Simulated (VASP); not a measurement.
Here is a VASP 6.6.1 calculation.

Contents of INCAR:

```
PREC = Accurate
ENCUT = 600
EDIFF = 1E-6
ISMEAR = 0
SIGMA = 0.01
LREAL = F
LASPH = T
NELM = 120
ALGO = Normal
ISIF = 2
LWAVE = F
LCHARG = F
GGA = PS
NBANDS = 19
ISYM = 0
GGA_COMPAT = F
```

KPOINTS

```
Automatic mesh
0
Gamma
  6 6 6
  0 0 0.5
```

POSCAR

```
BaF2
1.0
    0.0000000000      3.0971637718      3.0971637718
    3.0971637718      0.0000000000      3.0971637718
    3.0971637718      3.0971637718      0.0000000000
Ba F
1 2
Direct
    0.0000000000      0.0000000000      0.0000000000
    0.2500000000      0.2500000000      0.2500000000
    0.7500000000      0.7500000000      0.7500000000
```

Potentials or basis: VASP PAW PBE potentials, release 64 (Ba_sv, F).

The run is started by

```console
$ cat potpaw_PBE.64/Ba_sv/POTCAR potpaw_PBE.64/F/POTCAR > POTCAR
$ mpirun -np 1 vasp_std > vasp.out
```

(1) Predict the pressure.

(2) What does it give for the band gap on the k mesh?

## Answers

(1) -0.5 GPa.

(2) 6.81 eV (least direct gap 6.90 eV).

Caveat: the PAW data sets were made with another functional, which shifts forces and pressure a little; spin-orbit coupling is left out, which moves the levels of the heavy elements; a shifted mesh leaves out Γ, where band edges can lie.
